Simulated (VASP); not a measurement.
# Co (P-3m1) in VASP: a series of runs

The runs below take Co through single point, relaxation of cell and atoms, with LDA, PBEsol+D3(BJ), PBE.

All numbers are computed with VASP 6.6.1; they aren't measurements. Logs are shortened: lines on timing, memory, paths and dates and some standing lists are left out, and cuts for length are marked.

**1. The cell of the first run**

Symmetry: P-3m1, No. 164, trigonal system. Conventional cell: a = 2.520 Å, b = 2.520 Å, c = 4.117 Å, α = 90.00°, β = 90.00°, γ = 120.00°. Co (site symmetry 3m) has 12 Co at 2.45 to 2.59 Å within 3.2 Å.

**2. Single point, LDA, collinear spin, ferromagnetic start**

Input file INCAR:

```
SYSTEM = Co
ALGO     = Normal         ! electronic algorithm
EDIFF    = 1E-6           ! SCF threshold, eV
ENCUT    = 600            ! plane-wave cutoff, eV
GGA      = CA             ! functional
GGA_COMPAT= .False.      
ISIF     = 2              ! what is computed and relaxed
ISMEAR   = -1             ! smearing method
ISPIN    = 2              ! spin polarisation
LASPH    = .True.         ! aspherical terms in the spheres
LCHARG   = .True.         ! write CHGCAR
LELF     = .True.         ! ELF
LMAXMIX  = 4              ! l up to which the mixer works
LORBIT   = 11             ! projections on sites
LREAL    = .False.        ! projectors in reciprocal space
LVHAR    = .True.       
LWAVE    = .False.        ! write WAVECAR
MAGMOM   = 2 2            ! initial moments
NBANDS   = 28             ! bands
NELM     = 200            ! most SCF steps
PREC     = Accurate       ! precision mode
SIGMA    = 0.05           ! smearing width, eV
```

Input file KPOINTS:

```
k-points
0
Gamma
  12 12 7
  0 0 0
```

Input file POSCAR:

```
Co
1.0
    2.5200971126      0.0000000000      0.0000000000
   -1.2600485563      2.1824681195      0.0000000000
    0.0000000000      0.0000000000      4.1167599708
Co
2
Direct
    0.3333333333      0.6666666667      0.7401390000
    0.6666666667      0.3333333333      0.2598610000
```

Potentials or basis: VASP PAW LDA potentials, release 64 (Co_sv).

Run with:

```sh
$ cat potpaw_LDA.64/Co_sv/POTCAR > POTCAR
$ mpirun -np 1 vasp_std > vasp.out
```

OUTCAR:

```text
SYSTEM = Co
   EDIFF = 1E-6
   ENCUT = 600
   GGA = CA
   ISIF = 2
   ISMEAR = -1
   ISPIN = 2
   LASPH = .True.
   LORBIT = 11
   LREAL = .False.
   NELM = 200
   PREC = Accurate

 ion  position               nearest neighbor table
   1  0.333  0.667  0.740-   2 2.45   2 2.45   2 2.45
   2  0.667  0.333  0.260-   1 2.45   1 2.45   1 2.45

  LATTYP: Found a hexagonal cell.
 ALAT       =     2.5200971126
 C/A-ratio  =     1.6335719565

  Lattice vectors:

 A1 = (   2.5200971126,   0.0000000000,   0.0000000000)
 A2 = (  -1.2600485563,   2.1824681195,   0.0000000000)
 A3 = (   0.0000000000,   0.0000000000,   4.1167599708)

Analysis of symmetry for initial positions (statically):
=====================================================================
 Subroutine PRICEL returns:
 Original cell was already a primitive cell.

 Routine SETGRP: Setting up the symmetry group for a
 hexagonal supercell.

 Subroutine GETGRP returns: Found 12 space group operations
 (whereof 12 operations were pure point group operations)
 out of a pool of 24 trial point group operations.

The static configuration has the point symmetry D_3d.

Analysis of symmetry for dynamics (positions and initial velocities):
=====================================================================
 Subroutine PRICEL returns:
 Original cell was already a primitive cell.

 Routine SETGRP: Setting up the symmetry group for a
 hexagonal supercell.

 Subroutine GETGRP returns: Found 12 space group operations
 (whereof 12 operations were pure point group operations)
 out of a pool of 24 trial point group operations.

The dynamic configuration has the point symmetry D_3d.

Analysis of structural, dynamic, and magnetic symmetry:
=====================================================================
 Subroutine PRICEL returns:
 Original cell was already a primitive cell.

 Routine SETGRP: Setting up the symmetry group for a
 hexagonal supercell.

 Subroutine GETGRP returns: Found 12 space group operations
 (whereof 12 operations were pure point group operations)
 out of a pool of 24 trial point group operations.

The overall configuration has the point symmetry D_3d.

 Subroutine INISYM returns: Found 12 space group operations
 (whereof 12 operations are pure point group operations),
 and found     1 'primitive' translations

----------------------------------------------------------------------------------------

                                     Primitive cell

  volume of cell :      22.6423

  direct lattice vectors                    reciprocal lattice vectors
     2.520097113  0.000000000  0.000000000     0.396810105  0.229098421  0.000000000
    -1.260048556  2.182468120  0.000000000     0.000000000  0.458196842  0.000000000
     0.000000000  0.000000000  4.116759971     0.000000000  0.000000000  0.242909474

  length of vectors
     2.520097113  2.520097113  4.116759971     0.458196842  0.458196842  0.242909474

  position of ions in fractional coordinates (direct lattice)
     0.333333333  0.666666667  0.740139000
     0.666666667  0.333333333  0.259861000

  ion indices of the primitive-cell ions
   primitive index   ion index
                 1           1
                 2           2

----------------------------------------------------------------------------------------

 KPOINTS: k-points

Automatic generation of k-mesh.
 Grid dimensions read from file:
 generate k-points for:   12   12    7

 Generating k-lattice:

  Cartesian coordinates                     Fractional coordinates (reciprocal lattice)
     0.033067509  0.019091535  0.000000000     0.083333333  0.000000000  0.000000000
     0.000000000  0.038183070  0.000000000     0.000000000  0.083333333  0.000000000
     0.000000000  0.000000000  0.034701353     0.000000000  0.000000000  0.142857143

  Length of vectors
     0.038183070  0.038183070  0.034701353

  Shift w.r.t. Gamma in fractional coordinates (k-lattice)
     0.000000000  0.000000000  0.000000000

 Subroutine IBZKPT returns following result:
 ===========================================

 Found    112 irreducible k-points:

 Following reciprocal coordinates:
            Coordinates               Weight
  0.000000  0.000000  0.000000      1.000000
  0.083333 -0.000000  0.000000      6.000000
  0.166667  0.000000  0.000000      6.000000
  0.250000 -0.000000  0.000000      6.000000
  0.333333 -0.000000  0.000000      6.000000
  0.416667  0.000000  0.000000      6.000000
[... 16 lines left out ...]
  0.166667  0.000000  0.142857      6.000000
  0.000000  0.166667  0.142857      6.000000
 [... further k-points ...]
   k-points           NKPTS =    112   k-points in BZ     NKDIM =    112   number of bands    NBANDS=     28
   number of dos      NEDOS =    301   number of ions     NIONS =      2
   total plane-waves  NPLWV =  14400
   dimension x,y,z NGX =    20 NGY =   20 NGZ =   36
   dimension x,y,z NGXF=    40 NGYF=   40 NGZF=   72
   ions per type =               2
[... 62 lines left out ...]
 cond. band min:      10.8963441433   @ k =  -0.0833   0.2500   0.1429
 fundamental gap:      0.0079110684
 Fermi energy:        10.8889532587

 spin component 1

 k-point     1 :       0.0000    0.0000    0.0000
  band No.  band energies     occupation
      1     -83.9701      1.00000
      2     -83.9197      1.00000
      3     -47.9095      1.00000
      4     -47.6512      1.00000
      5     -47.6512      1.00000
      6     -47.6157      1.00000
[... 20 lines left out ...]
     27      36.0198      0.00000
     28      36.0198      0.00000

 k-point     2 :       0.0833   -0.0000    0.0000
  band No.  band energies     occupation
      1     -83.9672      1.00000
      2     -83.9183      1.00000
      3     -47.9029      1.00000
      4     -47.6664      1.00000
      5     -47.6558      1.00000
      6     -47.6231      1.00000
[... 20 lines left out ...]
     27      37.5208      0.00000
     28      38.2469      0.00000

 k-point     3 :       0.1667    0.0000    0.0000
  band No.  band energies     occupation
      1     -83.9592      1.00000
      2     -83.9148      1.00000
      3     -47.8853      1.00000
      4     -47.7077      1.00000
      5     -47.6683      1.00000
      6     -47.6636      1.00000
[... 616 lines left out ...]
      3     -47.8751      1.00000
      4     -47.7069      1.00000
      5     -47.6692      1.00000
      6     -47.6663      1.00000
[... 20 lines left out ...]
     27      36.6411      0.00000
     28      37.4299      0.00000

 k-point    24 :       0.0000    0.1667    0.1429
  band No.  band energies     occupation
      1     -83.9573      1.00000
      2     -83.9167      1.00000
      3     -47.8753      1.00000
      4     -47.7037      1.00000
      5     -47.6738      1.00000
      6     -47.6665      1.00000
[... 20 lines left out ...]
     27      36.4521      0.00000
     28      37.3959      0.00000

 [... further k-points ...]

 spin component 2

 k-point     1 :       0.0000    0.0000    0.0000
  band No.  band energies     occupation
      1     -82.0988      1.00000
      2     -82.0449      1.00000
      3     -46.1085      1.00000
      4     -45.8378      1.00000
      5     -45.8378      1.00000
      6     -45.7910      1.00000
[... 20 lines left out ...]
     27      36.4636      0.00000
     28      36.4636      0.00000

 k-point     2 :       0.0833   -0.0000    0.0000
  band No.  band energies     occupation
      1     -82.0957      1.00000
      2     -82.0435      1.00000
      3     -46.1013      1.00000
      4     -45.8542      1.00000
      5     -45.8427      1.00000
      6     -45.8079      1.00000
[... 20 lines left out ...]
     27      37.6420      0.00000
     28      38.6807      0.00000

 k-point     3 :       0.1667    0.0000    0.0000
  band No.  band energies     occupation
      1     -82.0871      1.00000
      2     -82.0397      1.00000
      3     -46.0823      1.00000
      4     -45.8986      1.00000
      5     -45.8563      1.00000
      6     -45.8516      1.00000
[... 616 lines left out ...]
      3     -46.0713      1.00000
      4     -45.8976      1.00000
      5     -45.8568      1.00000
      6     -45.8541      1.00000
[... 20 lines left out ...]
     27      36.9547      0.00000
     28      37.8392      0.00000

 k-point    24 :       0.0000    0.1667    0.1429
  band No.  band energies     occupation
      1     -82.0851      1.00000
      2     -82.0418      1.00000
      3     -46.0715      1.00000
      4     -45.8942      1.00000
      5     -45.8614      1.00000
      6     -45.8543      1.00000
[... 20 lines left out ...]
     27      36.7797      0.00000
     28      37.7953      0.00000

 [... further k-points ...]
[... 5 lines left out ...]
  --------------------------------------------------------------------------------------
  -------------------------------------------------------------------------------------
  Total       -3.7530584     -3.7530584     -4.1190234      0.0000000      0.0000000      0.0000000
  in kB     -265.5676506   -265.5676505   -291.4634532      0.0000000      0.0000000      0.0000000
  external PRESSURE =    -274.1995848 kB  Pullay stress =       0.0000000 kB

 VOLUME and BASIS-vectors are now :
 -----------------------------------------------------------------------------
  energy-cutoff  :      600.00
  volume of cell :       22.64
      direct lattice vectors                 reciprocal lattice vectors
     2.520097113  0.000000000  0.000000000     0.396810105  0.229098421  0.000000000
    -1.260048556  2.182468120  0.000000000     0.000000000  0.458196842  0.000000000
     0.000000000  0.000000000  4.116759971     0.000000000  0.000000000  0.242909474

 POSITION                                       TOTAL-FORCE (eV/Angst)
 -----------------------------------------------------------------------------------
     -0.00000      1.45498      3.04697         0.000000      0.000000      0.295064
      1.26005      0.72749      1.06979        -0.000000      0.000000     -0.295064
 -----------------------------------------------------------------------------------
    total drift:                               -0.000000      0.000000      0.000000

  FREE ENERGIE OF THE ION-ELECTRON SYSTEM (eV)
  ---------------------------------------------------
  free  energy   TOTEN  =       -16.1036659682 eV

  energy  without entropy=      -16.0866936400  energy(sigma->0) =      -16.09517980

 total charge

# of ion       s       p       d       tot
------------------------------------------
    1        2.240   6.106   6.694  15.040
    2        2.240   6.106   6.694  15.040
--------------------------------------------------
tot          4.480  12.212  13.387  30.079

 magnetization (x)

# of ion       s       p       d       tot
------------------------------------------
    1       -0.004  -0.010   1.651   1.636
    2       -0.004  -0.010   1.651   1.636
--------------------------------------------------
tot         -0.009  -0.021   3.302   3.272
```

Wall time 90 s (1 thread of AMD EPYC 9R45 (Zen 5), shared host); peak memory 0.19 GiB.

What came out:

```
Free energy                                           : -16.1037 eV
Pressure                                              : -27.4 GPa
Largest force                                         : 0.295 eV/Å
Net moment                                            : 3.20 μB per cell
Site moments                                          : Co +1.64 μB
Valence electrons inside the program's atomic spheres : Co 15.04
```

Forces on the atoms (eV/Å):
```
Co   0.000  0.000  0.295
Co   0.000  0.000 -0.295
```

Levels at points of the mesh, in eV from the Fermi level:
Spin up:
| k point | band 15 | band 16 | band 17 | band 18 | band 19 | band 20 | band 21 | band 22 | band 23 | band 24 |
| --- | --- | --- | --- | --- | --- | --- | --- | --- | --- | --- |
| (0.00, 0.00, 0.00) | -2.14 | -1.73 | -1.73 | -0.70 | -0.70 | -0.20 | 5.84 | 21.62 | 23.73 | 23.73 |
| (0.50, 0.00, 0.00) | -2.05 | -0.57 | -0.54 | -0.41 | 1.28 | 3.18 | 9.10 | 9.99 | 12.21 | 13.38 |
Spin down:
| k point | band 11 | band 12 | band 13 | band 14 | band 15 | band 16 | band 17 | band 18 | band 19 | band 20 |
| --- | --- | --- | --- | --- | --- | --- | --- | --- | --- | --- |
| (0.00, 0.00, 0.00) | -1.03 | -0.94 | -0.94 | -0.64 | -0.64 | -0.13 | -0.13 | -0.04 | 0.97 | 0.97 |
| (0.50, 0.00, 0.00) | -3.07 | -1.65 | -1.06 | -1.01 | -0.63 | 1.11 | 1.19 | 1.27 | 2.45 | 4.14 |

Caveat: the cell stands under tension.

**3. Relaxation of cell and atoms, PBEsol+D3(BJ), collinear spin, ferromagnetic start**

This run uses another cell than the first one, of 10.89 Å³/atom.

Input file INCAR:

```
  PREC = Accurate
  ENCUT = 600
  EDIFF = 1E-7
  ISMEAR = -1
  SIGMA = 0.05
  LREAL = False
  LASPH = True
  NELM = 150
  ALGO = Normal
  ISIF = 3
  LWAVE = False
  LCHARG = False
  ISPIN = 2
  MAGMOM = 2 2
  LORBIT = 11
  LMAXMIX = 4
  GGA = PS
  IVDW = 12
  IBRION = 2
  NSW = 60
  EDIFFG = -0.01
```

Input file KPOINTS:

```
Automatic mesh
0
Gamma
  12 12 7
```

Input file POSCAR:

```
Co
1.0
    2.4873648738      0.0000000000      0.0000000000
   -1.2436824369      2.1541211692      0.0000000000
    0.0000000000      0.0000000000      4.0632895034
Co
2
Direct
    0.3333333333      0.6666666667      0.7401390000
    0.6666666667      0.3333333333      0.2598610000
```

Potentials or basis: VASP PAW PBE potentials, release 64 (Co).

Run with:

```sh
$ cat potpaw_PBE.64/Co/POTCAR > POTCAR
$ mpirun -np 1 vasp_std > vasp.out
```

Run time: 4 min. Hardware: 1 thread of Intel Xeon Platinum 8488C (Sapphire Rapids), shared host; peak memory 0.22 GiB.

It converged, with:

| Item | Value |
| --- | --- |
| Free energy | -16.2871 eV |
| Relaxed volume | 10.05 Å³/atom |
| Relaxed cell | a = 2.431 Å, b = 2.431 Å, c = 3.926 Å, α = 90.00°, β = 90.00°, γ = 120.00° |
| Space group after relaxing (to 0.1 Å) | P6_3/mmc (No. 194) |
| Energy gained by relaxing | 56.0 meV/atom |
| Ionic steps | 8 |
| Pressure after relaxing | 0.0 GPa |
| Largest force after relaxing | 0.004 eV/Å |
| Net moment | 3.03 μB per cell |
| Site moments | Co +1.52 μB |
| Valence electrons inside the program's atomic spheres | Co 8.43 |
| Dispersion energy per atom | -0.411 eV |

Forces on the atoms (eV/Å):
```
Co   0.000  0.000  0.004
Co   0.000  0.000 -0.004
```

Stress tensor (GPa, compression positive):
```
 0.04  0.00  0.00
 0.00  0.04  0.00
 0.00  0.00 -0.08
```

The path:
```
step  energy change (eV)  largest force (eV/Å)  pressure (GPa)  volume (Å³)
   1              0.0000                0.4289          -15.70        21.77
   2              0.0089                0.5224           25.86        18.58
   3             -0.0955                0.5492            0.77        20.10
   4             -0.0955                0.5503            1.18        20.06
   5             -0.1115                0.0642            1.14        20.01
   6             -0.1117                0.0040            1.21        20.01
   7             -0.1115                0.0037           -1.39        20.21
   8             -0.1120                0.0037            0.00        20.10
```

Final structure:
```
Co
1.0
     2.43145    0.00000    0.00000
    -1.21573    2.10570    0.00000
     0.00000    0.00000    3.92587
Co
2
Direct
  0.33333 0.66667 0.74995
  0.66667 0.33333 0.25005
```

Levels at points of the mesh, in eV from the Fermi level:
Spin up:
```
           k point  band 7  band 8  band 9  band 10  band 11  band 12  band 13  band 14
(0.00, 0.00, 0.00)   -2.30   -1.90   -1.90    -0.65    -0.65    -0.15     7.09    22.55
(0.50, 0.00, 0.00)   -2.20   -0.51   -0.39    -0.34     1.54     3.72    10.29    11.04
```
Spin down:
| k point | band 5 | band 6 | band 7 | band 8 | band 9 | band 10 |
| --- | --- | --- | --- | --- | --- | --- |
| (0.00, 0.00, 0.00) | -1.14 | -0.72 | -0.72 | -0.26 | -0.26 | -0.11 |
| (0.50, 0.00, 0.00) | -1.31 | -1.19 | -0.73 | 1.25 | 1.41 | 1.44 |

Caveat: the PAW data sets were made with another functional, which shifts forces and pressure a little.

**4. Single point, PBE, collinear spin, zero start**

This run uses another cell than the first one, of 10.89 Å³/atom.

Input file INCAR:

```
PREC = Accurate
ENCUT = 520
EDIFF = 1E-7
ISMEAR = -1
SIGMA = 0.05
LREAL = F
LASPH = T
NELM = 150
ALGO = Normal
ISIF = 2
LWAVE = F
LCHARG = T
ISPIN = 2
MAGMOM = 0 0
LORBIT = 11
NUPDOWN = 0.0
LMAXMIX = 4
GGA = PE
LELF = T
LVHAR = T
NBANDS = 20
```

Input file KPOINTS:

```
regular mesh
0
Gamma
  10 10 6
```

POSCAR is that of step 3.

Run with:

```sh
$ cat potpaw_PBE.64/Co/POTCAR > POTCAR
$ mpirun -np 1 vasp_std > vasp.out
```

It took 1.7 min on 1 thread of Intel Xeon 8259CL, shared host; peak memory 0.16 GiB.

The run converged. Its results:

```
Free energy                                           : -13.5933 eV
Pressure                                              : -11.4 GPa
Largest force                                         : 0.571 eV/Å
Net moment                                            : 0.00 μB per cell
Valence electrons inside the program's atomic spheres : Co 8.27
```

Forces in eV/Å, atoms in the order of the input:
```
Co   0.000  0.000  0.571
Co   0.000  0.000 -0.571
```

Stress tensor (GPa, compression positive):
```
-10.79   0.00   0.00
  0.00 -10.79   0.00
  0.00   0.00 -12.50
```

Caveat: the cell stands under tension; the total moment is fixed, so each spin has its own Fermi level.

**5. Overview**

```csv
task,level,potentials or basis,spin,fixed moment (μB),cell,k mesh,cutoff (eV),gap on the mesh (eV),pressure (GPa),moment (μB),largest force (eV/Å)
single point,LDA,"VASP PAW LDA potentials, release 64 (Co_sv)","collinear, ferromagnetic start",-,"a = 2.520, b = 2.520, c = 4.117 Å, angles 90.0, 90.0, 120.0°, 2 atoms",12 × 12 × 7,600,none,-27.4,3.20,0.30
relaxation of cell and atoms,PBEsol+D3(BJ),"VASP PAW PBE potentials, release 64 (Co)","collinear, ferromagnetic start",-,"relaxed from a = 2.487, b = 2.487, c = 4.063 Å, angles 90.0, 90.0, 120.0°, 2 atoms",12 × 12 × 7,600,none,0.0,3.03,-
single point,PBE,"VASP PAW PBE potentials, release 64 (Co)","collinear, zero start",0.0,"a = 2.487, b = 2.487, c = 4.063 Å, angles 90.0, 90.0, 120.0°, 2 atoms",10 × 10 × 6,520,-,-11.4,0.00,0.57
```

Alike in all rows: smearing fermi-dirac 0.05 eV.

Caveats: the cell stands under tension (at least some runs); the PAW data sets were made with another functional, which shifts forces and pressure a little (at least some runs); the total moment is fixed, so each spin has its own Fermi level (at least some runs).

Absolute energies hang on the potentials; compare differences alone.
